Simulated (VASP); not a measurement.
# ZnS (P6_3mc) in VASP: further runs

Runs on ZnS. Level: LDA. Tasks: single point.

Program: VASP 6.6.1. These are calculated values, not measurements. Logs are shortened: lines on timing, memory, paths and dates and some standing lists are left out, and cuts for length are marked.

## Step 1: The cell of the first run

Symmetry: P6_3mc, No. 186, hexagonal system. The conventional cell has a = 3.684 Å, b = 3.684 Å, c = 6.063 Å, α = 90.00°, β = 90.00°, γ = 120.00°. Zn (site symmetry 3m) has 4 S at 2.26 Å within 3.0 Å. Within 3.0 Å of S (site symmetry 3m) lie 4 Zn at 2.26 Å.

## Step 2: Single point, LDA

INCAR

```
PREC = Accurate
ENCUT = 520
EDIFF = 1E-6
ISMEAR = 0
SIGMA = 0.01
LREAL = False
LASPH = True
NELM = 80
ALGO = Normal
ISIF = 2
LWAVE = False
LCHARG = True
LELF = True
LVHAR = True
NBANDS = 26
```

KPOINTS

```
Automatic mesh
0
Gamma
  6 6 4
```

POSCAR

```
ZnS
1.0
    3.6843089966      0.0000000000      0.0000000000
   -1.8421544983      3.1907051864      0.0000000000
    0.0000000000      0.0000000000      6.0629765827
Zn S
2 2
Direct
    0.3333333333      0.6666666667      0.0058832024
    0.6666666667      0.3333333333      0.5058832024
    0.3333333333      0.6666666667      0.3791167976
    0.6666666667      0.3333333333      0.8791167976
```

Potentials or basis: VASP PAW LDA potentials, release 64 (Zn, S).

Command:

```sh
$ cat potpaw_LDA.64/Zn/POTCAR potpaw_LDA.64/S/POTCAR > POTCAR
$ mpirun -np 1 vasp_std > vasp.out
```

OUTCAR:

```text
PREC = Accurate
   ENCUT = 520
   EDIFF = 1E-6
   ISMEAR = 0
   LREAL = False
   LASPH = True
   NELM = 80
   ISIF = 2

 ion  position               nearest neighbor table
   1  0.333  0.667  0.006-   4 2.26   4 2.26   4 2.26   3 2.26
   2  0.667  0.333  0.506-   3 2.26   3 2.26   3 2.26   4 2.26
   3  0.333  0.667  0.379-   2 2.26   2 2.26   2 2.26   1 2.26
   4  0.667  0.333  0.879-   1 2.26   1 2.26   1 2.26   2 2.26

  LATTYP: Found a hexagonal cell.
 ALAT       =     3.6843089966
 C/A-ratio  =     1.6456210889

  Lattice vectors:

 A1 = (   3.6843089966,   0.0000000000,   0.0000000000)
 A2 = (  -1.8421544983,   3.1907051864,   0.0000000000)
 A3 = (   0.0000000000,   0.0000000000,   6.0629765827)

Analysis of symmetry for initial positions (statically):
=====================================================================
 Subroutine PRICEL returns:
 Original cell was already a primitive cell.

 Routine SETGRP: Setting up the symmetry group for a
 hexagonal supercell.

 Subroutine GETGRP returns: Found 12 space group operations
 (whereof  6 operations were pure point group operations)
 out of a pool of 24 trial point group operations.

The static configuration has the point symmetry C_3v.
 The point group associated with its full space group is C_6v.

Analysis of symmetry for dynamics (positions and initial velocities):
=====================================================================
 Subroutine PRICEL returns:
 Original cell was already a primitive cell.

 Routine SETGRP: Setting up the symmetry group for a
 hexagonal supercell.

 Subroutine GETGRP returns: Found 12 space group operations
 (whereof  6 operations were pure point group operations)
 out of a pool of 24 trial point group operations.

The dynamic configuration has the point symmetry C_3v.
 The point group associated with its full space group is C_6v.

 Subroutine INISYM returns: Found 12 space group operations
 (whereof  6 operations are pure point group operations),
 and found     1 'primitive' translations

----------------------------------------------------------------------------------------

                                     Primitive cell

  volume of cell :      71.2736

  direct lattice vectors                    reciprocal lattice vectors
     3.684308997  0.000000000  0.000000000     0.271421317  0.156705170  0.000000000
    -1.842154498  3.190705186  0.000000000     0.000000000  0.313410341  0.000000000
     0.000000000  0.000000000  6.062976583     0.000000000  0.000000000  0.164935488

  length of vectors
     3.684308997  3.684308997  6.062976583     0.313410341  0.313410341  0.164935488

  position of ions in fractional coordinates (direct lattice)
     0.333333333  0.666666667  0.005883202
     0.666666667  0.333333333  0.505883202
     0.333333333  0.666666667  0.379116798
     0.666666667  0.333333333  0.879116798

  ion indices of the primitive-cell ions
   primitive index   ion index
                 1           1
                 2           2
                 3           3
                 4           4

----------------------------------------------------------------------------------------

 KPOINTS: Automatic mesh

Automatic generation of k-mesh.
 Grid dimensions read from file:
 generate k-points for:    6    6    4

 Generating k-lattice:

  Cartesian coordinates                     Fractional coordinates (reciprocal lattice)
     0.045236886  0.026117528  0.000000000     0.166666667  0.000000000  0.000000000
     0.000000000  0.052235057  0.000000000     0.000000000  0.166666667  0.000000000
     0.000000000  0.000000000  0.041233872     0.000000000  0.000000000  0.250000000

  Length of vectors
     0.052235057  0.052235057  0.041233872

  Shift w.r.t. Gamma in fractional coordinates (k-lattice)
     0.000000000  0.000000000  0.000000000

 Subroutine IBZKPT returns following result:
 ===========================================

 Found     21 irreducible k-points:

 Following reciprocal coordinates:
            Coordinates               Weight
  0.000000  0.000000  0.000000      1.000000
  0.166667 -0.000000  0.000000      6.000000
  0.333333 -0.000000  0.000000      6.000000
  0.500000  0.000000  0.000000      3.000000
  0.166667  0.166667  0.000000      6.000000
  0.333333  0.166667  0.000000     12.000000
[... 13 lines left out ...]
  0.333333  0.166667  0.500000     12.000000
  0.333333  0.333333  0.500000      2.000000
   k-points           NKPTS =     21   k-points in BZ     NKDIM =     21   number of bands    NBANDS=     26
   number of dos      NEDOS =    301   number of ions     NIONS =      4
   total plane-waves  NPLWV =  37632
   dimension x,y,z NGX =    28 NGY =   28 NGZ =   48
   dimension x,y,z NGXF=    56 NGYF=   56 NGZF=   96
   ions per type =               2   2
   NGX,Y,Z   is equivalent  to a cutoff of  12.63, 12.63, 13.16 a.u.
   NGXF,Y,Z  is equivalent  to a cutoff of  25.27, 25.27, 26.32 a.u.
 SYSTEM =  unknown system
   PREC   = accura    normal or accurate (medium, high low for compatibility)
   ISTART =      0    job   : 0-new  1-cont  2-samecut
   ICHARG =      2    charge: 1-file 2-atom 10-const
   ISPIN  =      1    spin polarized calculation?
   LNONCOLLINEAR =      F non collinear calculations
   LSORBIT =      F    spin-orbit coupling
   LASPH  =      T    aspherical Exc in radial PAW
   ENCUT  =  520.0 eV  38.22 Ry    6.18 a.u.   6.85  6.85 11.27*2*pi/ulx,y,z
   NELM   =     80;   NELMIN=  2; NELMDL= -5     # of ELM steps
   EDIFF  = 0.1E-05   stopping-criterion for ELM
   LREAL  =      F    real-space projection
   EDIFFG = 0.1E-04   stopping-criterion for IOM
   NSW    =      0    number of steps for IOM
   IBRION =     -1    ionic relax: 0-MD 1-quasi-New 2-CG
   NFREE  =      0    steps in history (QN), initial steepest desc. (CG)
   ISIF   =      2    stress and relaxation
   ISYM   =      2    0-nonsym 1-usesym 2-fastsym
   POTIM  = 0.5000    time-step for ionic-motion
   TEBEG  =    0.0;   TEEND  =   0.0 temperature during run
   PSTRESS=    0.0 pullay stress
   NELECT =      36.0000    total number of electrons
   NUPDOWN=      -1.0000    fix difference up-down
   EMIN   =  10.00;   EMAX   =-10.00  energy-range for DOS
   EFERMI =   0.00;   METHOD = LEGACY
   ISMEAR =     0;   SIGMA  =   0.01  broadening in eV -4-tet -1-fermi 0-gaus
   EFERMI_NEDOS =   21; number of points for ismear=-14 and -15
   IALGO  =     38    algorithm
   IMIX   =      4    mixing-type and parameters
     AMIX     =   0.40;   BMIX     =  1.00
     AMIX_MAG =   1.60;   BMIX_MAG =  1.00
  volume/ion in A,a.u.               =      17.82       120.24
  Fermi-wavevector in a.u.,A,eV,Ry     =   1.303765  2.463759 23.127241  1.699804
  Thomas-Fermi vector in A             =   2.434746
   LORBIT       =      0    0 simple, 1 ext, 2 COOP (PROOUT), +10 PAW based schemes
   GGA     = CA    functional components
   LHFCALC =     F    Hartree Fock is set to
   AEXX    =    0.0000 exact exchange contribution
   IVDW    =     0    specifies the selected vdW correction
   LEPSILON=     F    determine dielectric tensor
   LRPA    =     F    only Hartree local field effects (RPA)
 non-spin polarized calculation
 Gauss-broadening in eV      SIGMA  =   0.01
  energy-cutoff  :      520.00
  volume of cell :       71.27
 maximum number of plane-waves:      1941
 NGX is ok and might be reduce to    28
   NGX = 13   NGY = 13   NGZ = 23

 number of electron      36.0000009 magnetization

 Free energy of the ion-electron system (eV)
  ---------------------------------------------------
  ext. energy  EPLUGINS =         0.00000000
  ---------------------------------------------------
  free energy    TOTEN  =       -16.35567210 eV

  energy without entropy =      -16.35567210  energy(sigma->0) =      -16.35567210

 E-fermi :   3.0225     XC(G=0): -10.5065

 val. band max:        2.9752438441   @ k =   0.0000   0.0000   0.0000
 cond. band min:       5.3957430534   @ k =   0.0000   0.0000   0.0000
 fundamental gap:      2.4204992093
 Fermi energy:         3.0225348037

 k-point     1 :       0.0000    0.0000    0.0000
  band No.  band energies     occupation
      1     -10.9356      2.00000
      2      -9.7840      2.00000
      3      -4.0089      2.00000
      4      -3.9817      2.00000
      5      -3.9817      2.00000
      6      -3.8848      2.00000
[... 18 lines left out ...]
     25      10.5920      0.00000
     26      12.4365      0.00000

 k-point     2 :       0.1667   -0.0000    0.0000
  band No.  band energies     occupation
      1     -10.7148      2.00000
      2      -9.6609      2.00000
      3      -4.0119      2.00000
      4      -3.9640      2.00000
      5      -3.9414      2.00000
      6      -3.8636      2.00000
[... 18 lines left out ...]
     25      11.1183      0.00000
     26      11.5003      0.00000

 k-point     3 :       0.3333   -0.0000    0.0000
  band No.  band energies     occupation
      1     -10.1760      2.00000
      2      -9.4375      2.00000
      3      -4.0302      2.00000
      4      -3.9075      2.00000
      5      -3.8817      2.00000
      6      -3.7232      2.00000
[... 18 lines left out ...]
     25      11.6662      0.00000
     26      12.9597      0.00000

 k-point     4 :       0.5000    0.0000    0.0000
  band No.  band energies     occupation
      1      -9.7937      2.00000
      2      -9.3916      2.00000
      3      -4.0073      2.00000
      4      -3.8647      2.00000
      5      -3.7807      2.00000
      6      -3.7177      2.00000
[... 18 lines left out ...]
     25      12.0938      0.00000
     26      14.6365      0.00000
[... 409 lines left out ...]
      1      -9.9297      2.00000
      2      -9.9297      2.00000
      3      -4.0283      2.00000
      4      -4.0283      2.00000
      5      -3.8481      2.00000
      6      -3.8481      2.00000
[... 18 lines left out ...]
     25      11.3249      0.00000
     26      11.3249      0.00000

 k-point    20 :       0.3333    0.1667    0.5000
  band No.  band energies     occupation
      1      -9.5860      2.00000
      2      -9.5860      2.00000
      3      -3.9792      2.00000
      4      -3.9792      2.00000
      5      -3.7690      2.00000
      6      -3.7690      2.00000
[... 18 lines left out ...]
     25      12.1978      0.00000
     26      12.1978      0.00000

 k-point    21 :       0.3333    0.3333    0.5000
  band No.  band energies     occupation
      1      -9.4675      2.00000
      2      -9.4675      2.00000
      3      -3.8752      2.00000
      4      -3.8752      2.00000
      5      -3.8141      2.00000
      6      -3.8141      2.00000
[... 18 lines left out ...]
     25      12.6160      0.00000
     26      12.6160      0.00000

------------------------ aborting loop because EDIFF is reached ----------------------------------------

  FORCE on cell =-STRESS in cart. coord.  units (eV):
  Direction    XX          YY          ZZ          XY          YZ          ZX
  --------------------------------------------------------------------------------------
  -------------------------------------------------------------------------------------
  Total        1.9274970      1.9274970      1.9339268      0.0000000      0.0000000      0.0000000
  in kB       43.3287014     43.3287014     43.4732391      0.0000000      0.0000000      0.0000000
  external PRESSURE =      43.3768806 kB  Pullay stress =       0.0000000 kB

 VOLUME and BASIS-vectors are now :
 -----------------------------------------------------------------------------
  energy-cutoff  :      520.00
  volume of cell :       71.27
      direct lattice vectors                 reciprocal lattice vectors
     3.684308997  0.000000000  0.000000000     0.271421317  0.156705170  0.000000000
    -1.842154498  3.190705186  0.000000000     0.000000000  0.313410341  0.000000000
     0.000000000  0.000000000  6.062976583     0.000000000  0.000000000  0.164935488

 POSITION                                       TOTAL-FORCE (eV/Angst)
 -----------------------------------------------------------------------------------
     -0.00000      2.12714      0.03567        -0.000000     -0.000000      0.000701
      1.84215      1.06357      3.06716        -0.000000     -0.000000      0.000701
     -0.00000      2.12714      2.29858        -0.000000      0.000000     -0.000701
      1.84215      1.06357      5.33006         0.000000     -0.000000     -0.000701
 -----------------------------------------------------------------------------------
    total drift:                               -0.000001     -0.000001      0.000395

  FREE ENERGIE OF THE ION-ELECTRON SYSTEM (eV)
  ---------------------------------------------------
  free  energy   TOTEN  =       -16.3556720977 eV

  energy  without entropy=      -16.3556720977  energy(sigma->0) =      -16.35567210
```

Run time: 32 s. Hardware: 1 thread of Intel Xeon Platinum 8488C (Sapphire Rapids), shared host; peak memory 0.17 GiB.

Results:

```yaml
Free_energy: -16.3557 eV
Pressure: 4.3 GPa
Band_gap_on_the_k_mesh: 2.42 eV, direct
```

Levels at points of the mesh, in eV from the valence-band top:
| k point | band 14 | band 15 | band 16 | band 17 | band 18 | band 19 | band 20 | band 21 | band 22 | band 23 |
| --- | --- | --- | --- | --- | --- | --- | --- | --- | --- | --- |
| (0.00, 0.00, 0.00) | -1.06 | -1.06 | -0.12 | 0.00 | 0.00 | 2.42 | 3.10 | 6.09 | 6.09 | 6.31 |
| (0.50, 0.00, 0.00) | -4.61 | -3.84 | -2.64 | -2.06 | -1.05 | 3.37 | 4.31 | 4.83 | 6.69 | 7.63 |
| (0.00, 0.00, 0.50) | -3.21 | -0.56 | -0.56 | -0.56 | -0.56 | 3.64 | 3.64 | 6.58 | 6.58 | 6.58 |
| (0.50, 0.00, 0.50) | -5.46 | -1.94 | -1.94 | -1.91 | -1.91 | 3.32 | 3.32 | 4.99 | 4.99 | 8.81 |

(Part 1 of 2 ends here.)
